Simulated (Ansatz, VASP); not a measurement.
# Al6N: VASP beside Ansatz

```
CELL_PARAMETERS angstrom
5.71430 0.00000 0.00000
0.00000 5.71430 0.00000
0.00000 0.00000 22.17502
ATOMIC_POSITIONS crystal
Al 0.25000 0.25000 0.18038
Al 0.25000 0.75000 0.18038
Al 0.75000 0.25000 0.18038
Al 0.75000 0.75000 0.18038
Al 0.00000 0.00000 0.27441
Al 0.00000 0.50000 0.27441
Al 0.50000 0.00000 0.27441
Al 0.50000 0.50000 0.27441
Al 0.25000 0.25000 0.36866
Al 0.25000 0.75000 0.36866
Al 0.75000 0.25000 0.36866
Al 0.75000 0.75000 0.36866
N 0.33856 0.50000 0.44803
N 0.66144 0.50000 0.44803
```

Alike in both runs: task single point; functional PBE; k mesh 5 × 5 × 1; occupations gaussian, width 0.1 eV; no spin polarisation.

|  | VASP | Ansatz |
| --- | --- | --- |
| version | VASP 6.6.1 | Ansatz 0.2.0 |
| potentials or method | VASP PAW PBE potentials, release 64 (Al, N), cutoff 520 eV | scalar-relativistic, plane waves, PAW |
| valence electrons in the cell | 46 | 46 |

```tsv
	VASP	Ansatz	Ansatz less VASP
gap on the k mesh at the Fermi level (eV)	none	none	-
rms of the force components (eV/Å)	1.017	1.021	+0.0034
work function, face that differs most (eV)	4.37	4.37	-0.003
```

Atom by atom the forces differ by 0.004 eV/Å (rms over components). A gap of «none» marks a metal or a gap that the smearing closes. With one functional, cell and mesh, what is left measures potentials, basis and numerics.
